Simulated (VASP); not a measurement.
# B (Cmcm) in VASP: a series of runs

Runs on B. Level: revPBE. Tasks: single point.

Everything below comes from runs of VASP 6.6.1. Logs are shortened: lines on timing, memory, paths and dates and some standing lists are left out, and cuts for length are marked.

**1. The cell of the first run**

It takes space group Cmcm (No. 63, orthorhombic). The conventional cell has a = 1.629 Å, b = 8.111 Å, c = 2.885 Å, α = 90.00°, β = 90.00°, γ = 90.00°. Within 2.2 Å of B (site symmetry m2m) lie 6 B at 1.63 to 1.87 Å.

**2. Single point, revPBE**

INCAR reads:

```
PREC = Accurate
ENCUT = 520
EDIFF = 1E-6
ISMEAR = -1
SIGMA = 0.1
LREAL = F
LASPH = T
NELM = 60
ALGO = Normal
ISIF = 2
LWAVE = F
LCHARG = F
GGA = RE
NBANDS = 10
```

KPOINTS reads:

```
regular mesh
0
Gamma
  22 22 12
```

POSCAR reads:

```
B
1.0
   -2.7751333268      2.9605395477      0.8039377065
    2.9605395477     -2.7751333268      0.8039377065
    2.0134845177      2.0134845177     -0.4643658732
B
2
Direct
    0.0714901233      0.9285098767      0.0000000000
    0.6785098767      0.3214901233      0.5000000000
```

Potentials or basis: VASP PAW PBE potentials, release 64 (B).

Launch:

```bash
cat potpaw_PBE.64/B/POTCAR > POTCAR
mpirun -np 1 vasp_std > vasp.out
```

OUTCAR:

```text
PREC = Accurate
   ENCUT = 520
   EDIFF = 1E-6
   ISMEAR = -1
   LREAL = F
   LASPH = T
   NELM = 60
   ISIF = 2
   GGA = RE

 ion  position               nearest neighbor table
   1  0.071  0.929  0.000-   2 1.87   2 1.87   2 1.87   2 1.87
   2  0.679  0.321  0.500-   1 1.87   1 1.87   1 1.87   1 1.87

  LATTYP: Found a base centered orthorhombic cell.
 ALAT       =     1.6291145685
 B/A-ratio  =     4.9790644104
 C/A-ratio  =     1.7709698181

  Lattice vectors:

 A1 = (  -2.7751333268,   2.9605395477,   0.8039377065)
 A2 = (   2.9605395477,  -2.7751333268,   0.8039377065)
 A3 = (   2.0134845177,   2.0134845177,  -0.4643658732)

Analysis of symmetry for initial positions (statically):
=====================================================================
 Subroutine PRICEL returns:
 Original cell was already a primitive cell.

 Routine SETGRP: Setting up the symmetry group for a
 base centered orthorhombic supercell.

 Subroutine GETGRP returns: Found  8 space group operations
 (whereof  4 operations were pure point group operations)
 out of a pool of  8 trial point group operations.

The static configuration has the point symmetry C_2v.
 The point group associated with its full space group is D_2h.

Analysis of symmetry for dynamics (positions and initial velocities):
=====================================================================
 Subroutine PRICEL returns:
 Original cell was already a primitive cell.

 Routine SETGRP: Setting up the symmetry group for a
 base centered orthorhombic supercell.

 Subroutine GETGRP returns: Found  8 space group operations
 (whereof  4 operations were pure point group operations)
 out of a pool of  8 trial point group operations.

The dynamic configuration has the point symmetry C_2v.
 The point group associated with its full space group is D_2h.

 Subroutine INISYM returns: Found  8 space group operations
 (whereof  4 operations are pure point group operations),
 and found     1 'primitive' translations

----------------------------------------------------------------------------------------

                                     Primitive cell

  volume of cell :      19.0627

  direct lattice vectors                    reciprocal lattice vectors
    -2.775133327  2.960539548  0.803937706    -0.017313360  0.157034101  0.605827353
     2.960539548 -2.775133327  0.803937706     0.157034101 -0.017313360  0.605827353
     2.013484518  2.013484518 -0.464365873     0.241892822  0.241892822 -0.055785957

  length of vectors
     4.136722765  4.136722765  2.885112731     0.626088047  0.626088047  0.346606907

  position of ions in fractional coordinates (direct lattice)
     0.071490123  0.928509877  0.000000000
     0.678509877  0.321490123  0.500000000

  ion indices of the primitive-cell ions
   primitive index   ion index
                 1           1
                 2           2

----------------------------------------------------------------------------------------

 KPOINTS: regular mesh

Automatic generation of k-mesh.
 Grid dimensions read from file:
 generate k-points for:   22   22   12

 Generating k-lattice:

  Cartesian coordinates                     Fractional coordinates (reciprocal lattice)
    -0.000786971  0.007137914  0.027537607     0.045454545 -0.000000000  0.000000000
     0.007137914 -0.000786971  0.027537607    -0.000000000  0.045454545  0.000000000
     0.020157735  0.020157735 -0.004648830    -0.000000000 -0.000000000  0.083333333

  Length of vectors
     0.028458548  0.028458548  0.028883909

  Shift w.r.t. Gamma in fractional coordinates (k-lattice)
     0.000000000  0.000000000  0.000000000

 Subroutine IBZKPT returns following result:
 ===========================================

 Found    931 irreducible k-points:

 Following reciprocal coordinates:
            Coordinates               Weight
  0.000000  0.000000  0.000000      1.000000
  0.045455  0.000000  0.000000      4.000000
  0.090909  0.000000  0.000000      4.000000
  0.136364  0.000000  0.000000      4.000000
  0.181818 -0.000000  0.000000      4.000000
  0.227273 -0.000000  0.000000      4.000000
[... 16 lines left out ...]
  0.500000  0.045455  0.000000      4.000000
 -0.454545  0.045455 -0.000000      4.000000
 [... further k-points ...]
   k-points           NKPTS =    931   k-points in BZ     NKDIM =    931   number of bands    NBANDS=     10
   number of dos      NEDOS =    301   number of ions     NIONS =      2
   total plane-waves  NPLWV =  24576
   dimension x,y,z NGX =    32 NGY =   32 NGZ =   24
   dimension x,y,z NGXF=    64 NGYF=   64 NGZF=   48
   ions per type =               2
   NGX,Y,Z   is equivalent  to a cutoff of  12.86, 12.86, 13.83 a.u.
   NGXF,Y,Z  is equivalent  to a cutoff of  25.72, 25.72, 27.66 a.u.
 SYSTEM =  unknown system
   PREC   = accura    normal or accurate (medium, high low for compatibility)
   ISTART =      0    job   : 0-new  1-cont  2-samecut
   ICHARG =      2    charge: 1-file 2-atom 10-const
   ISPIN  =      1    spin polarized calculation?
   LNONCOLLINEAR =      F non collinear calculations
   LSORBIT =      F    spin-orbit coupling
   LASPH  =      T    aspherical Exc in radial PAW
   ENCUT  =  520.0 eV  38.22 Ry    6.18 a.u.   7.69  7.69  5.36*2*pi/ulx,y,z
   NELM   =     60;   NELMIN=  2; NELMDL= -5     # of ELM steps
   EDIFF  = 0.1E-05   stopping-criterion for ELM
   LREAL  =      F    real-space projection
   EDIFFG = 0.1E-04   stopping-criterion for IOM
   NSW    =      0    number of steps for IOM
   IBRION =     -1    ionic relax: 0-MD 1-quasi-New 2-CG
   NFREE  =      0    steps in history (QN), initial steepest desc. (CG)
   ISIF   =      2    stress and relaxation
   ISYM   =      2    0-nonsym 1-usesym 2-fastsym
   POTIM  = 0.5000    time-step for ionic-motion
   TEBEG  =    0.0;   TEEND  =   0.0 temperature during run
   PSTRESS=    0.0 pullay stress
   NELECT =       6.0000    total number of electrons
   NUPDOWN=      -1.0000    fix difference up-down
   EMIN   =  10.00;   EMAX   =-10.00  energy-range for DOS
   EFERMI =   0.00;   METHOD = LEGACY
   ISMEAR =    -1;   SIGMA  =   0.10  broadening in eV -4-tet -1-fermi 0-gaus
   EFERMI_NEDOS =   21; number of points for ismear=-14 and -15
   IALGO  =     38    algorithm
   IMIX   =      4    mixing-type and parameters
     AMIX     =   0.40;   BMIX     =  1.00
     AMIX_MAG =   1.60;   BMIX_MAG =  1.00
  volume/ion in A,a.u.               =       9.53        64.32
  Fermi-wavevector in a.u.,A,eV,Ry     =   1.113604  2.104406 16.872763  1.240113
  Thomas-Fermi vector in A             =   2.250190
   LORBIT       =      0    0 simple, 1 ext, 2 COOP (PROOUT), +10 PAW based schemes
   GGA     = RE    functional components
   LHFCALC =     F    Hartree Fock is set to
   AEXX    =    0.0000 exact exchange contribution
   IVDW    =     0    specifies the selected vdW correction
   LEPSILON=     F    determine dielectric tensor
   LRPA    =     F    only Hartree local field effects (RPA)
 non-spin polarized calculation
  energy-cutoff  :      520.00
  volume of cell :       19.06
 maximum number of plane-waves:       529
   NGX = 15   NGY = 15   NGZ = 11

 number of electron       6.0000000 magnetization

 Free energy of the ion-electron system (eV)
  ---------------------------------------------------
  ext. energy  EPLUGINS =         0.00000000
  ---------------------------------------------------
  free energy    TOTEN  =       -12.01082292 eV

  energy without entropy =      -11.99932159  energy(sigma->0) =      -12.00507226

 E-fermi :   4.0344     XC(G=0):  -9.9915

 val. band max:        4.0316795852   @ k =   0.3636   0.2727   0.3333
 cond. band min:       4.0352563360   @ k =  -0.4545   0.0909   0.2500
 fundamental gap:      0.0035767507
 Fermi energy:         4.0343611747

 k-point     1 :       0.0000    0.0000    0.0000
  band No.  band energies     occupation
      1     -11.9384      2.00000
      2      -1.9850      2.00000
      3      -1.1647      2.00000
      4       1.8086      2.00000
      5       6.8910      0.00000
      6      12.0611      0.00000
      7      14.9465      0.00000
      8      20.2820      0.00000
      9      22.3369      0.00000
     10      26.2248      0.00000

 k-point     2 :       0.0455    0.0000    0.0000
  band No.  band energies     occupation
      1     -11.8540      2.00000
      2      -1.9143      2.00000
      3      -1.0533      2.00000
      4       1.9416      2.00000
      5       6.9171      0.00000
      6      12.1546      0.00000
      7      14.9956      0.00000
      8      20.3526      0.00000
      9      22.4695      0.00000
     10      25.3192      0.00000

 k-point     3 :       0.0909    0.0000    0.0000
  band No.  band energies     occupation
      1     -11.6016      2.00000
      2      -1.7034      2.00000
      3      -0.7193      2.00000
      4       2.3370      2.00000
      5       6.9896      0.00000
      6      12.4326      0.00000
      7      15.1366      0.00000
      8      20.5086      0.00000
      9      22.8665      0.00000
     10      23.5848      0.00000

 k-point     4 :       0.1364    0.0000    0.0000
  band No.  band energies     occupation
      1     -11.1831      2.00000
      2      -1.3583      2.00000
      3      -0.1637      2.00000
      4       2.9845      1.99994
      5       7.0903      0.00000
      6      12.8871      0.00000
      7      15.3466      0.00000
      8      20.2643      0.00000
      9      22.2332      0.00000
     10      23.5244      0.00000

 k-point     5 :       0.1818   -0.0000    0.0000
  band No.  band energies     occupation
      1     -10.6020      2.00000
      2      -0.8958      2.00000
      3       0.6116      2.00000
      4       3.8649      1.68960
      5       7.1894      0.00000
      6      13.5007      0.00000
      7      15.5728      0.00000
      8      18.8331      0.00000
      9      22.3337      0.00000
     10      24.2556      0.00000

 k-point     6 :       0.2273   -0.0000    0.0000
  band No.  band energies     occupation
      1      -9.8632      2.00000
      2      -0.3570      2.00000
      3       1.6041      2.00000
      4       4.9357      0.00024
      5       7.2631      0.00000
      6      14.2370      0.00000
      7      15.6765      0.00000
      8      17.2994      0.00000
      9      22.6990      0.00000
     10      23.0950      0.00000
[... 183 lines left out ...]
 k-point    21 :       0.4091    0.0455    0.0000
  band No.  band energies     occupation
      1      -4.1916      2.00000
      2      -1.4697      2.00000
      3       8.8313      0.00000
      4       9.5216      0.00000
      5      11.1661      0.00000
      6      13.4758      0.00000
      7      13.9195      0.00000
      8      14.7918      0.00000
      9      18.3405      0.00000
     10      22.5501      0.00000

 k-point    22 :       0.4545    0.0455    0.0000
  band No.  band energies     occupation
      1      -2.8403      2.00000
      2      -2.7689      2.00000
      3       9.3841      0.00000
      4      10.7569      0.00000
      5      11.5048      0.00000
      6      11.5557      0.00000
      7      14.6666      0.00000
      8      14.7308      0.00000
      9      18.1909      0.00000
     10      21.7094      0.00000

 k-point    23 :       0.5000    0.0455    0.0000
  band No.  band energies     occupation
      1      -4.1648      2.00000
      2      -1.4973      2.00000
      3       8.4076      0.00000
      4       9.5393      0.00000
      5      11.6197      0.00000
      6      13.4532      0.00000
      7      14.0676      0.00000
      8      14.8041      0.00000
      9      18.7287      0.00000
     10      22.2054      0.00000

 k-point    24 :      -0.4545    0.0455   -0.0000
  band No.  band energies     occupation
      1      -5.5061      2.00000
      2      -0.3844      2.00000
      3       7.3628      0.00000
      4       7.6156      0.00000
      5      11.5558      0.00000
      6      13.9911      0.00000
      7      14.6185      0.00000
      8      15.0143      0.00000
      9      19.4107      0.00000
     10      23.6177      0.00000

 [... further k-points ...]
[... 5 lines left out ...]
  --------------------------------------------------------------------------------------
  -------------------------------------------------------------------------------------
  Total        0.0196009      0.0196009     -0.0632866     -0.0424943     -0.0047850     -0.0047850
  in kB        1.6474183      1.6474183     -5.3191071     -3.5715561     -0.4021685     -0.4021685
  external PRESSURE =      -0.6747568 kB  Pullay stress =       0.0000000 kB

 VOLUME and BASIS-vectors are now :
 -----------------------------------------------------------------------------
  energy-cutoff  :      520.00
  volume of cell :       19.06
      direct lattice vectors                 reciprocal lattice vectors
    -2.775133327  2.960539548  0.803937706    -0.017313360  0.157034101  0.605827353
     2.960539548 -2.775133327  0.803937706     0.157034101 -0.017313360  0.605827353
     2.013484518  2.013484518 -0.464365873     0.241892822  0.241892822 -0.055785957

 POSITION                                       TOTAL-FORCE (eV/Angst)
 -----------------------------------------------------------------------------------
      2.55050     -2.36509      0.80394         0.012720     -0.012720      0.000000
      0.07557      2.12332      0.57175        -0.012720      0.012720     -0.000000
 -----------------------------------------------------------------------------------
    total drift:                                0.000000     -0.000000     -0.000000

  FREE ENERGIE OF THE ION-ELECTRON SYSTEM (eV)
  ---------------------------------------------------
  free  energy   TOTEN  =       -12.0108229203 eV

  energy  without entropy=      -11.9993215907  energy(sigma->0) =      -12.00507226
```

Run time: 2 min. Hardware: 1 thread of AMD EPYC 9R45 (Zen 5), shared host; peak memory 0.24 GiB.

Results:

| Property | Result |
| --- | --- |
| Free energy | -12.0108 eV |
| Pressure | -0.1 GPa |
| Largest force | 0.018 eV/Å |
| Band gap on the k mesh | zero (band 3 reaches 9.71 eV, above the bottom of band 4 at -0.30 eV) |

Forces in eV/Å, atoms in the order of the input:
```
B    0.013 -0.013  0.000
B   -0.013  0.013  0.000
```

Stress tensor (GPa, compression positive):
```
 0.16 -0.36 -0.04
-0.36  0.16 -0.04
-0.04 -0.04 -0.53
```

Caveat: the PAW data sets were made with another functional, which shifts forces and pressure a little.

**3. Single point, revPBE (volume scaled by 1.04)**

INCAR reads:

```
SYSTEM = B
ALGO = Normal
EDIFF = 1E-6
ENCUT = 520
GGA = RE
ISIF = 2
ISMEAR = -1
LASPH = .True.
LCHARG = .False.
LREAL = .False.
LWAVE = .False.
NBANDS = 10
NELM = 100
PREC = Accurate
SIGMA = 0.1
```

KPOINTS reads:

```
k-points
0
Gamma
  22 22 12
  0 0 0
```

POSCAR reads:

```
B
1.0
   -2.8116524269      2.9994984832      0.8145170474
    2.9994984832     -2.8116524269      0.8145170474
    2.0399807736      2.0399807736     -0.4704766512
B
2
Direct
    0.0714901233      0.9285098767      0.0000000000
    0.6785098767      0.3214901233      0.5000000000
```

Potentials or basis: VASP PAW PBE potentials, release 64 (B).

Launch:

```bash
cat potpaw_PBE.64/B/POTCAR > POTCAR
mpirun -np 1 vasp_std > vasp.out
```

It took 2 min on 1 thread of AMD EPYC 9R45 (Zen 5), shared host; peak memory 0.24 GiB.

Results (log left out):

```
Free energy            : -11.9960 eV
Pressure               : -6.1 GPa
Largest force          : 0.115 eV/Å
Band gap on the k mesh : zero (band 3 reaches 9.21 eV, above the bottom of band 4 at -0.46 eV)
```

Forces in eV/Å, atoms in the order of the input:
```
B   -0.081  0.081  0.000
B    0.081 -0.081  0.000
```

Stress tensor (GPa, compression positive):
```
 -2.96  -2.37  -0.85
 -2.37  -2.96  -0.85
 -0.85  -0.85 -12.53
```

Levels at points of the mesh, in eV from the Fermi level:
```
           k point  band 1  band 2  band 3  band 4  band 5  band 6  band 7
(0.00, 0.00, 0.00)  -15.70   -5.93   -5.08   -2.11    2.63    7.79   10.61
(0.50, 0.00, 0.00)   -6.74   -6.68    5.14    6.40    7.21    7.26   10.18
(0.50, 0.50, 0.00)  -15.52   -7.65   -5.01    1.06    2.73    6.99    9.34
(0.00, 0.00, 0.50)  -12.38  -12.38   -3.18   -3.18    5.07    5.07   14.66
(0.50, 0.00, 0.50)   -5.88   -5.88    3.23    3.23    7.70    7.70    8.34
(0.50, 0.50, 0.50)  -12.24  -12.24   -4.23   -4.23    9.17    9.17   12.72
```

Caveat: the PAW data sets were made with another functional, which shifts forces and pressure a little.

**4. Single point, revPBE (volume scaled by 1.12)**

INCAR reads:

```
SYSTEM = B
  PREC = Accurate
  ENCUT = 520
  EDIFF = 1E-6
  ISMEAR = -1
  SIGMA = 0.1
  LREAL = .FALSE.
  LASPH = .TRUE.
  NELM = 100
  ALGO = Normal
  ISIF = 2
  LWAVE = .FALSE.
  LCHARG = .TRUE.
  GGA = RE
  LELF = .TRUE.
  LVHAR = .TRUE.
  NBANDS = 10
```

KPOINTS reads:

```
Automatic mesh
0
G
  22 22 12
  0 0 0
```

POSCAR reads:

```
B
1.0
   -2.8819726862      3.0745168280      0.8348883599
    3.0745168280     -2.8819726862      0.8348883599
    2.0910012965      2.0910012965     -0.4822434115
B
2
Direct
    0.0714901233      0.9285098767      0.0000000000
    0.6785098767      0.3214901233      0.5000000000
```

Launch:

```bash
cat potpaw_PBE.64/B/POTCAR > POTCAR
mpirun -np 1 vasp_std > vasp.out
```

It took 2.1 min on 1 thread of AMD EPYC 9R45 (Zen 5), shared host; peak memory 0.26 GiB.

It converged, with:

- Free energy: -11.8912 eV
- Pressure: -15.5 GPa
- Largest force: 0.332 eV/Å
- Band gap on the k mesh: zero (band 3 reaches 8.25 eV, above the bottom of band 4 at -0.73 eV)

Forces in eV/Å, atoms in the order of the input:
```
B   -0.235  0.235  0.000
B    0.235 -0.235  0.000
```

Stress tensor (GPa, compression positive):
```
 -7.61  -5.39  -2.17
 -5.39  -7.61  -2.17
 -2.17  -2.17 -31.28
```

Levels at points of the mesh, in eV from the Fermi level:
| k point | band 1 | band 2 | band 3 | band 4 | band 5 | band 6 |
| --- | --- | --- | --- | --- | --- | --- |
| (0.00, 0.00, 0.00) | -15.18 | -5.77 | -4.86 | -1.90 | 2.22 | 7.36 |
| (0.50, 0.00, 0.00) | -6.50 | -6.44 | 4.73 | 5.82 | 6.75 | 6.79 |
| (0.50, 0.50, 0.00) | -15.03 | -7.31 | -4.80 | 0.95 | 2.27 | 6.64 |
| (0.00, 0.00, 0.50) | -11.98 | -11.98 | -3.09 | -3.09 | 4.97 | 4.97 |
| (0.50, 0.00, 0.50) | -5.64 | -5.64 | 2.78 | 2.78 | 7.20 | 7.20 |
| (0.50, 0.50, 0.50) | -11.85 | -11.85 | -4.04 | -4.04 | 8.74 | 8.74 |

Caveat: the PAW data sets were made with another functional, which shifts forces and pressure a little.

[end of part 1 of 2]
